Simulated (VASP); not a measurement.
# CoO (Fm-3m) in VASP: a series of runs, part 3 of 3

VASP 6.6.1.

## 6. Electric field gradients, PBE, collinear spin, ferromagnetic start (volume scaled by 1.06)

INCAR

```
SYSTEM = CoO
PREC = Accurate
ENCUT = 520
EDIFF = 1E-8
ISMEAR = -1
SIGMA = 0.05
LREAL = .False.
LASPH = .True.
NELM = 150
ALGO = Normal
ISIF = 2
LWAVE = .False.
LCHARG = .False.
ISPIN = 2
MAGMOM = 2 0
LORBIT = 11
LMAXMIX = 4
GGA = PE
LEFG = .True.
NBANDS = 18
```

KPOINTS

```
Automatic mesh
0
Gamma
  16 16 16
  0 0 0
```

POSCAR

```
CoO
1.0
    0.0000000000      2.1733047310      2.1733047310
    2.1733047310      0.0000000000      2.1733047310
    2.1733047310      2.1733047310      0.0000000000
Co O
1 1
Direct
    0.0000000000      0.0000000000      0.0000000000
    0.5000000000      0.5000000000      0.5000000000
```

Potentials or basis: VASP PAW PBE potentials, release 64 (Co, O).

Run with:

```sh
cat potpaw_PBE.64/Co/POTCAR potpaw_PBE.64/O/POTCAR > POTCAR
mpirun -np 1 vasp_std > vasp.out
```

OUTCAR:

```text
SYSTEM = CoO
   PREC = Accurate
   ENCUT = 520
   EDIFF = 1E-8
   ISMEAR = -1
   LREAL = .False.
   LASPH = .True.
   NELM = 150
   ISIF = 2
   ISPIN = 2
   LORBIT = 11
   GGA = PE

 ion  position               nearest neighbor table
   1  0.000  0.000  0.000-   2 2.17   2 2.17   2 2.17   2 2.17   2 2.17   2 2.17
   2  0.500  0.500  0.500-   1 2.17   1 2.17   1 2.17   1 2.17   1 2.17   1 2.17

  LATTYP: Found a face centered cubic cell.
 ALAT       =     4.3466094620

  Lattice vectors:

 A1 = (   0.0000000000,   2.1733047310,   2.1733047310)
 A2 = (   2.1733047310,   0.0000000000,   2.1733047310)
 A3 = (   2.1733047310,   2.1733047310,   0.0000000000)

Analysis of symmetry for initial positions (statically):
=====================================================================
 Subroutine PRICEL returns:
 Original cell was already a primitive cell.

 Routine SETGRP: Setting up the symmetry group for a
 face centered cubic supercell.

 Subroutine GETGRP returns: Found 48 space group operations
 (whereof 48 operations were pure point group operations)
 out of a pool of 48 trial point group operations.
[... 1223 lines left out ...]
    total drift:                                0.000000     -0.000000     -0.000000

  FREE ENERGIE OF THE ION-ELECTRON SYSTEM (eV)
  ---------------------------------------------------
  free  energy   TOTEN  =       -13.0139312736 eV

  energy  without entropy=      -12.9786250047  energy(sigma->0) =      -12.99627814

 Electric field gradients (V/A^2)
---------------------------------------------------------------------
 ion       V_xx      V_yy      V_zz      V_xy      V_xz      V_yz
---------------------------------------------------------------------
   1       0.000     0.000    -0.000     0.001     0.001     0.001
   2      -0.000     0.000    -0.000    -0.002    -0.002    -0.002
---------------------------------------------------------------------

 Electric field gradients after diagonalization (V/A^2)
 (convention: |V_zz| > |V_xx| > |V_yy|)
----------------------------------------------------------------------
 ion       V_xx      V_yy      V_zz     asymmetry (V_yy - V_xx)/ V_zz
----------------------------------------------------------------------
   1      -0.001    -0.001     0.001       0.000
   2       0.002     0.002    -0.003       0.000
----------------------------------------------------------------------

           NMR quadrupolar parameters

 Cq : quadrupolar parameter    Cq=e*Q*V_zz/h
 eta: asymmetry parameters     (V_yy - V_xx)/ V_zz
 Q  : nuclear electric quadrupole moment in mb (millibarn)
----------------------------------------------------------------------
 ion       Cq(MHz)       eta       Q (mb)
----------------------------------------------------------------------
   1       0.000       0.000       1.000
   2      -0.000       0.000       1.000
----------------------------------------------------------------------

 total charge

# of ion       s       p       d       tot
------------------------------------------
    1        0.278   0.318   7.101   7.697
    2        1.556   3.396   0.000   4.952
--------------------------------------------------
tot          1.834   3.714   7.101  12.649

 magnetization (x)

# of ion       s       p       d       tot
------------------------------------------
    1        0.020   0.016   2.579   2.615
    2        0.027   0.288   0.000   0.315
--------------------------------------------------
tot          0.046   0.304   2.579   2.930
```

OSZICAR:

```text
N       E                     dE             d eps       ncg     rms          rms(c)
DAV:   1     0.787086924915E+02    0.78709E+02   -0.65450E+03 10770   0.940E+02
DAV:   2    -0.103397643820E+02   -0.89048E+02   -0.76355E+02 10996   0.219E+02
DAV:   3    -0.154610304850E+02   -0.51213E+01   -0.49283E+01 12224   0.559E+01
[... 11 lines left out ...]
DAV:  15    -0.130139309199E+02   -0.22420E-06   -0.14123E-05 15820   0.534E-02    0.458E-03
DAV:  16    -0.130139314348E+02   -0.51483E-06   -0.22895E-06 15614   0.136E-02    0.517E-03
DAV:  17    -0.130139313940E+02    0.40770E-07   -0.17173E-07 15342   0.621E-03    0.268E-03
DAV:  18    -0.130139312987E+02    0.95254E-07   -0.15197E-07 14804   0.499E-03    0.384E-04
DAV:  19    -0.130139312719E+02    0.26860E-07   -0.10908E-08  6860   0.131E-03    0.152E-04
DAV:  20    -0.130139312736E+02   -0.16846E-08   -0.25182E-09  5822   0.394E-04
   1 F= -.13013931E+02 E0= -.12996278E+02  d E =-.353063E-01  mag=     2.9854
```

stdout:

```text
POSCAR found type information on POSCAR CoO
 POSCAR found :  2 types and       2 ions
 scaLAPACK will be used
 LDA part: xc-table for (Slater+PW92), standard interpolation
 POSCAR, INCAR and KPOINTS ok, starting setup
 FFT: planning ... GRIDC
 FFT: planning ... GRID_SOFT
 FFT: planning ... GRID
 WAVECAR not read
 entering main loop
ion   1

ion   2
```

Run time: 3.3 min. Hardware: 1 thread of AMD EPYC 7R43 (Zen 3), shared host; peak memory 0.17 GiB.

Results:

```yaml
Free_energy: -13.0139 eV
Pressure: -10.9 GPa
Band_gap_on_the_k_mesh: zero (filled and empty bands overlap)
Net_moment: 2.99 μB per cell
Site_moments: Co +2.62; O +0.32 μB
Valence_electrons_inside_the_program's_atomic_spheres: Co 7.70; O 4.95
```

Caveat: without QUAD_EFG the Cq values of the log hold for a quadrupole moment of 1 mb, not for the nuclei; a cell with one magnetic atom can't hold antiferromagnetic order, which such compounds often take; semilocal functionals often make such compounds metallic where correlation or magnetic order opens a gap, which also shifts bond lengths.

## 7. Overview

```tsv
task	cell	k mesh for the DOS	occupations for the DOS	gap on the mesh (eV)	pressure (GPa)	moment (μB)
electric field gradients	a = 3.034 Å, angles 60.0°, 2 atoms	-	-	none	-5.4	2.95
electric field gradients	a = 3.054 Å, angles 60.0°, 2 atoms	-	-	none	-8.3	2.97
density of states	a = 3.014 Å, angles 60.0°, 2 atoms	24 × 24 × 24	tetrahedron	-	-	2.91
electric field gradients	a = 3.074 Å, angles 60.0°, 2 atoms	-	-	none	-10.9	2.99
```

Alike in all rows: level PBE; potentials or basis VASP PAW PBE potentials, release 64 (Co, O); spin collinear, ferromagnetic start; k mesh 16 × 16 × 16; cutoff (eV) 520; smearing fermi-dirac 0.05 eV.

Caveats: a cell with one magnetic atom can't hold antiferromagnetic order, which such compounds often take; semilocal functionals often make such compounds metallic where correlation or magnetic order opens a gap, which also shifts bond lengths.

Absolute energies hang on the potentials; compare differences alone.
